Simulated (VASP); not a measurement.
**InF (zincblende type): electric field gradients with PBE**

Crystal: InF (zincblende type).

```
In F
1.0
     0.00000    3.00449    3.00449
     3.00449    0.00000    3.00449
     3.00449    3.00449    0.00000
In F
1 1
Direct
  0.00000 0.00000 0.00000
  0.25000 0.25000 0.25000
```

| Quantity | Value |
| --- | --- |
| Program | VASP 6.6.1 |
| Task | electric field gradients |
| Functional | PBE |
| Potentials or basis | VASP PAW PBE potentials, release 64 (In_d, F) |
| Cutoff | 520 eV |
| k mesh | 16 × 16 × 16 |
| Occupations | fermi-dirac, width 0.05 eV |
| Spin | no spin polarisation |
| Dipole correction | no |
| Further INCAR settings | ALGO = Normal; EDIFF = 1e-08; NBANDS = 17 |

| Property | Result |
| --- | --- |
| Pressure | -0.1 GPa |
| Band gap on the k mesh | 1.84 eV, direct |

Levels at points of the mesh, in eV from the valence-band top:
| k point | band 7 | band 8 | band 9 | band 10 | band 11 | band 12 | band 13 | band 14 |
| --- | --- | --- | --- | --- | --- | --- | --- | --- |
| (0.00, 0.00, 0.00) | -3.79 | -3.37 | -3.37 | -3.37 | 6.40 | 6.40 | 6.40 | 9.67 |
| (0.50, 0.00, 0.00) | -4.91 | -3.51 | -3.51 | -1.02 | 2.15 | 6.21 | 6.21 | 9.51 |
| (0.50, 0.50, 0.00) | -4.82 | -3.74 | -3.74 | 0.00 | 1.84 | 5.59 | 5.59 | 6.80 |

It took 99 s on 1 thread of Intel(R) Xeon(R) Platinum 8259CL CPU @ 2.50GHz (Skylake/Cascade Lake) (shared host), peak memory 0.27 GiB.

Caveat: without QUAD_EFG the Cq values of the log hold for a quadrupole moment of 1 mb, not for the nuclei; spin-orbit coupling is left out, which moves the levels of the heavy elements. A k mesh can miss the band edges.
